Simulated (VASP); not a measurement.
# ZnSe (F-43m) in VASP: a series of runs

ZnSe is run at these levels: LDA; tasks: single point.

Program: VASP 6.6.1. These are calculated values, not measurements. Logs are shortened: lines on timing, memory, paths and dates and some standing lists are left out, and cuts for length are marked.

## 1. The cell of the first run

It takes space group F-43m (No. 216, cubic). The conventional cell has a = 5.298 Å, b = 5.298 Å, c = 5.298 Å, α = 90.00°, β = 90.00°, γ = 90.00°. Zn (site symmetry -43m) has 4 Se at 2.29 Å within 3.0 Å. Within 3.0 Å of Se (site symmetry -43m) lie 4 Zn at 2.29 Å.

## 2. Single point, LDA

The input, INCAR:

```
PREC     = Accurate       # precision mode
ENCUT    = 520            # plane-wave cutoff, eV
EDIFF    = 1E-6           # SCF threshold, eV
ISMEAR   = 0              # smearing method
SIGMA    = 0.01           # smearing width, eV
LREAL    = False          # projectors in reciprocal space
LASPH    = True           # aspherical terms in the spheres
NELM     = 80             # most SCF steps
ALGO     = Normal         # electronic algorithm
ISIF     = 2              # what is computed and relaxed
LWAVE    = False          # write WAVECAR
LCHARG   = False          # write CHGCAR
NBANDS   = 16             # bands
```

The input, KPOINTS:

```
regular mesh
0
Gamma
  8 8 8
```

The input, POSCAR:

```
ZnSe
1.0
    2.6489603204      2.6489603204      0.0000000000
   -2.6489603204      2.6489603204      0.0000000000
    0.0000000000      2.6489603204      2.6489603204
Zn Se
1 1
Direct
    0.0000000000      0.0000000000      0.0000000000
    0.7500000000      0.2500000000      0.5000000000
```

Potentials or basis: VASP PAW LDA potentials, release 64 (Zn, Se).

On the command line:

```console
> cat potpaw_LDA.64/Zn/POTCAR potpaw_LDA.64/Se/POTCAR > POTCAR
> mpirun -np 1 vasp_std > vasp.out
```

OUTCAR:

```text
PREC = Accurate
   ENCUT = 520
   EDIFF = 1E-6
   ISMEAR = 0
   LREAL = False
   LASPH = True
   NELM = 80
   ISIF = 2

 ion  position               nearest neighbor table
   1  0.000  0.000  0.000-   2 2.29   2 2.29   2 2.29   2 2.29
   2  0.750  0.250  0.500-   1 2.29   1 2.29   1 2.29   1 2.29

  LATTYP: Found a face centered cubic cell.
 ALAT       =     5.2979206408

  Lattice vectors:

 A1 = (   0.0000000000,   2.6489603204,   2.6489603204)
 A2 = (   2.6489603204,   0.0000000000,   2.6489603204)
 A3 = (   2.6489603204,   2.6489603204,   0.0000000000)

Analysis of symmetry for initial positions (statically):
=====================================================================
 Subroutine PRICEL returns:
 Original cell was already a primitive cell.

 Routine SETGRP: Setting up the symmetry group for a
 face centered cubic supercell.

 Subroutine GETGRP returns: Found 24 space group operations
 (whereof 24 operations were pure point group operations)
 out of a pool of 48 trial point group operations.

The static configuration has the point symmetry T_d .

Analysis of symmetry for dynamics (positions and initial velocities):
=====================================================================
 Subroutine PRICEL returns:
 Original cell was already a primitive cell.

 Routine SETGRP: Setting up the symmetry group for a
 face centered cubic supercell.

 Subroutine GETGRP returns: Found 24 space group operations
 (whereof 24 operations were pure point group operations)
 out of a pool of 48 trial point group operations.

The dynamic configuration has the point symmetry T_d .

 Subroutine INISYM returns: Found 24 space group operations
 (whereof 24 operations are pure point group operations),
 and found     1 'primitive' translations

----------------------------------------------------------------------------------------

                                     Primitive cell

  volume of cell :      37.1755

  direct lattice vectors                    reciprocal lattice vectors
     2.648960320  2.648960320  0.000000000     0.188753299  0.188753299 -0.188753299
    -2.648960320  2.648960320  0.000000000    -0.188753299  0.188753299 -0.188753299
     0.000000000  2.648960320  2.648960320     0.000000000  0.000000000  0.377506598

  length of vectors
     3.746195611  3.746195611  3.746195611     0.326930304  0.326930304  0.377506598

  position of ions in fractional coordinates (direct lattice)
     0.000000000  0.000000000  0.000000000
     0.750000000  0.250000000  0.500000000

  ion indices of the primitive-cell ions
   primitive index   ion index
                 1           1
                 2           2

----------------------------------------------------------------------------------------

 KPOINTS: regular mesh

Automatic generation of k-mesh.
 Grid dimensions read from file:
 generate k-points for:    8    8    8

 Generating k-lattice:

  Cartesian coordinates                     Fractional coordinates (reciprocal lattice)
     0.023594162  0.023594162 -0.023594162     0.125000000  0.000000000  0.000000000
    -0.023594162  0.023594162 -0.023594162     0.000000000  0.125000000  0.000000000
     0.000000000  0.000000000  0.047188325     0.000000000  0.000000000  0.125000000

  Length of vectors
     0.040866288  0.040866288  0.047188325

  Shift w.r.t. Gamma in fractional coordinates (k-lattice)
     0.000000000  0.000000000  0.000000000

 Subroutine IBZKPT returns following result:
 ===========================================

 Found     29 irreducible k-points:

 Following reciprocal coordinates:
            Coordinates               Weight
  0.000000  0.000000  0.000000      1.000000
  0.125000  0.000000  0.000000      8.000000
  0.250000  0.000000  0.000000      8.000000
  0.375000  0.000000  0.000000      8.000000
  0.500000  0.000000  0.000000      4.000000
  0.125000  0.125000  0.000000     12.000000
[... 16 lines left out ...]
  0.375000  0.250000  0.125000     48.000000
  0.500000  0.250000  0.125000     24.000000
 [... further k-points ...]
   k-points           NKPTS =     29   k-points in BZ     NKDIM =     29   number of bands    NBANDS=     16
   number of dos      NEDOS =    301   number of ions     NIONS =      2
   total plane-waves  NPLWV =  21952
   dimension x,y,z NGX =    28 NGY =   28 NGZ =   28
   dimension x,y,z NGXF=    56 NGYF=   56 NGZF=   56
   ions per type =               1   1
   NGX,Y,Z   is equivalent  to a cutoff of  12.43, 12.43, 12.43 a.u.
   NGXF,Y,Z  is equivalent  to a cutoff of  24.85, 24.85, 24.85 a.u.
 SYSTEM =  unknown system
   PREC   = accura    normal or accurate (medium, high low for compatibility)
   ISTART =      0    job   : 0-new  1-cont  2-samecut
   ICHARG =      2    charge: 1-file 2-atom 10-const
   ISPIN  =      1    spin polarized calculation?
   LNONCOLLINEAR =      F non collinear calculations
   LSORBIT =      F    spin-orbit coupling
   LASPH  =      T    aspherical Exc in radial PAW
   ENCUT  =  520.0 eV  38.22 Ry    6.18 a.u.   6.97  6.97  6.97*2*pi/ulx,y,z
   NELM   =     80;   NELMIN=  2; NELMDL= -5     # of ELM steps
   EDIFF  = 0.1E-05   stopping-criterion for ELM
   LREAL  =      F    real-space projection
   EDIFFG = 0.1E-04   stopping-criterion for IOM
   NSW    =      0    number of steps for IOM
   IBRION =     -1    ionic relax: 0-MD 1-quasi-New 2-CG
   NFREE  =      0    steps in history (QN), initial steepest desc. (CG)
   ISIF   =      2    stress and relaxation
   ISYM   =      2    0-nonsym 1-usesym 2-fastsym
   POTIM  = 0.5000    time-step for ionic-motion
   TEBEG  =    0.0;   TEEND  =   0.0 temperature during run
   PSTRESS=    0.0 pullay stress
   NELECT =      18.0000    total number of electrons
   NUPDOWN=      -1.0000    fix difference up-down
   EMIN   =  10.00;   EMAX   =-10.00  energy-range for DOS
   EFERMI =   0.00;   METHOD = LEGACY
   ISMEAR =     0;   SIGMA  =   0.01  broadening in eV -4-tet -1-fermi 0-gaus
   EFERMI_NEDOS =   21; number of points for ismear=-14 and -15
   IALGO  =     38    algorithm
   IMIX   =      4    mixing-type and parameters
     AMIX     =   0.40;   BMIX     =  1.00
     AMIX_MAG =   1.60;   BMIX_MAG =  1.00
  volume/ion in A,a.u.               =      18.59       125.44
  Fermi-wavevector in a.u.,A,eV,Ry     =   1.285524  2.429288 22.484609  1.652572
  Thomas-Fermi vector in A             =   2.417653
   LORBIT       =      0    0 simple, 1 ext, 2 COOP (PROOUT), +10 PAW based schemes
   GGA     = CA    functional components
   LHFCALC =     F    Hartree Fock is set to
   AEXX    =    0.0000 exact exchange contribution
   IVDW    =     0    specifies the selected vdW correction
   LEPSILON=     F    determine dielectric tensor
   LRPA    =     F    only Hartree local field effects (RPA)
 non-spin polarized calculation
 Gauss-broadening in eV      SIGMA  =   0.01
  energy-cutoff  :      520.00
  volume of cell :       37.18
 maximum number of plane-waves:      1012
   NGX = 13   NGY = 13   NGZ = 13

 number of electron      18.0000013 magnetization

 Free energy of the ion-electron system (eV)
  ---------------------------------------------------
  ext. energy  EPLUGINS =         0.00000000
  ---------------------------------------------------
  free energy    TOTEN  =        -7.10977866 eV

  energy without entropy =       -7.10977866  energy(sigma->0) =       -7.10977866

 E-fermi :   3.5682     XC(G=0): -10.6276

 val. band max:        3.5192377239   @ k =   0.0000   0.0000   0.0000
 cond. band min:       5.4741152157   @ k =   0.0000   0.0000   0.0000
 fundamental gap:      1.9548774918
 Fermi energy:         3.5681558741

 k-point     1 :       0.0000    0.0000    0.0000
  band No.  band energies     occupation
      1     -11.2950      2.00000
      2      -4.1181      2.00000
      3      -4.1181      2.00000
      4      -4.1181      2.00000
      5      -3.5522      2.00000
      6      -3.5522      2.00000
[... 8 lines left out ...]
     15      15.4171      0.00000
     16      15.4171      0.00000

 k-point     2 :       0.1250    0.0000    0.0000
  band No.  band energies     occupation
      1     -11.1502      2.00000
      2      -4.1265      2.00000
      3      -4.0942      2.00000
      4      -4.0942      2.00000
      5      -3.5552      2.00000
      6      -3.5552      2.00000
[... 8 lines left out ...]
     15      14.3768      0.00000
     16      14.8137      0.00000

 k-point     3 :       0.2500    0.0000    0.0000
  band No.  band energies     occupation
      1     -10.7657      2.00000
      2      -4.1033      2.00000
      3      -4.0422      2.00000
      4      -4.0422      2.00000
      5      -3.5537      2.00000
      6      -3.5537      2.00000
[... 8 lines left out ...]
     15      14.1293      0.00000
     16      14.3417      0.00000

 k-point     4 :       0.3750    0.0000    0.0000
  band No.  band energies     occupation
      1     -10.3153      2.00000
      2      -4.0021      2.00000
      3      -4.0021      2.00000
      4      -3.9024      2.00000
      5      -3.5356      2.00000
      6      -3.5356      2.00000
[... 8 lines left out ...]
     15      15.5353      0.00000
     16      15.5353      0.00000
[... 324 lines left out ...]
 k-point    22 :       0.2500    0.2500    0.1250
  band No.  band energies     occupation
      1     -10.4593      2.00000
      2      -4.1395      2.00000
      3      -3.9736      2.00000
      4      -3.9448      2.00000
      5      -3.5833      2.00000
      6      -3.5125      2.00000
[... 8 lines left out ...]
     15      16.4602      0.00000
     16      17.9077      0.00000

 k-point    23 :       0.3750    0.2500    0.1250
  band No.  band energies     occupation
      1     -10.0772      2.00000
      2      -4.0237      2.00000
      3      -3.9441      2.00000
      4      -3.8110      2.00000
      5      -3.5405      2.00000
      6      -3.4764      2.00000
[... 8 lines left out ...]
     15      16.8959      0.00000
     16      17.9462      0.00000

 k-point    24 :       0.5000    0.2500    0.1250
  band No.  band energies     occupation
      1      -9.9017      2.00000
      2      -3.9934      2.00000
      3      -3.9161      2.00000
      4      -3.6399      2.00000
      5      -3.5461      2.00000
      6      -3.2329      2.00000
[... 8 lines left out ...]
     15      16.8024      0.00000
     16      17.9782      0.00000

 [... further k-points ...]

------------------------ aborting loop because EDIFF is reached ----------------------------------------

  FORCE on cell =-STRESS in cart. coord.  units (eV):
  Direction    XX          YY          ZZ          XY          YZ          ZX
  --------------------------------------------------------------------------------------
  -------------------------------------------------------------------------------------
  Total        3.6219386      3.6219386      3.6219386      0.0000000      0.0000000      0.0000000
  in kB      156.0972735    156.0972735    156.0972735      0.0000000      0.0000000      0.0000000
  external PRESSURE =     156.0972735 kB  Pullay stress =       0.0000000 kB

 VOLUME and BASIS-vectors are now :
 -----------------------------------------------------------------------------
  energy-cutoff  :      520.00
  volume of cell :       37.18
      direct lattice vectors                 reciprocal lattice vectors
     2.648960320  2.648960320  0.000000000     0.188753299  0.188753299 -0.188753299
    -2.648960320  2.648960320  0.000000000    -0.188753299  0.188753299 -0.188753299
     0.000000000  2.648960320  2.648960320     0.000000000  0.000000000  0.377506598

 POSITION                                       TOTAL-FORCE (eV/Angst)
 -----------------------------------------------------------------------------------
      0.00000      0.00000      0.00000         0.000000      0.000000      0.000000
      1.32448      3.97344      1.32448        -0.000000     -0.000000      0.000000
 -----------------------------------------------------------------------------------
    total drift:                                0.000001      0.000000     -0.000000

  FREE ENERGIE OF THE ION-ELECTRON SYSTEM (eV)
  ---------------------------------------------------
  free  energy   TOTEN  =        -7.1097786581 eV

  energy  without entropy=       -7.1097786581  energy(sigma->0) =       -7.10977866
```

Wall time 13 s (1 thread of Intel Xeon 6975P-C, shared host); peak memory 0.15 GiB.

Results:

```yaml
Free_energy: -7.1098 eV
Pressure: 15.6 GPa
Band_gap_on_the_k_mesh: 1.95 eV, direct
```

A k mesh can miss the band edges. A hybrid or GW would open this gap; LDA tends to underestimate it.

## 3. Single point, LDA

The input, INCAR:

```
PREC = Accurate
ENCUT = 520
EDIFF = 1E-6
ISMEAR = 0
SIGMA = 0.01
LREAL = F
LASPH = T
NELM = 100
ALGO = Normal
ISIF = 2
LWAVE = F
LCHARG = T
GGA = CA
LELF = T
LVHAR = T
NBANDS = 16
```

KPOINTS is that of step 2.

POSCAR is that of step 2.

Potentials or basis: VASP PAW LDA potentials, release 64 (Zn, Se).

On the command line:

```console
> cat potpaw_LDA.64/Zn/POTCAR potpaw_LDA.64/Se/POTCAR > POTCAR
> mpirun -np 1 vasp_std > vasp.out
```

Run time: 14 s. Hardware: 1 thread of Intel Xeon 6975P-C, shared host; peak memory 0.15 GiB.

Results (log left out):

| Quantity | Value |
| --- | --- |
| Free energy | -7.1098 eV |
| Pressure | 15.6 GPa |
| Band gap on the k mesh | 1.95 eV, direct |

Levels at points of the mesh, in eV from the valence-band top:
| k point | band 7 | band 8 | band 9 | band 10 | band 11 | band 12 |
| --- | --- | --- | --- | --- | --- | --- |
| (0.00, 0.00, 0.00) | 0.00 | 0.00 | 0.00 | 1.95 | 5.57 | 5.57 |
| (0.50, 0.00, 0.00) | -6.72 | -1.22 | -1.22 | 2.72 | 6.18 | 6.18 |
| (0.50, 0.50, 0.00) | -5.78 | -3.04 | -3.04 | 2.29 | 3.18 | 12.21 |

A k mesh can miss the band edges. LDA gaps usually lie below the measured ones, often by a third to a half.
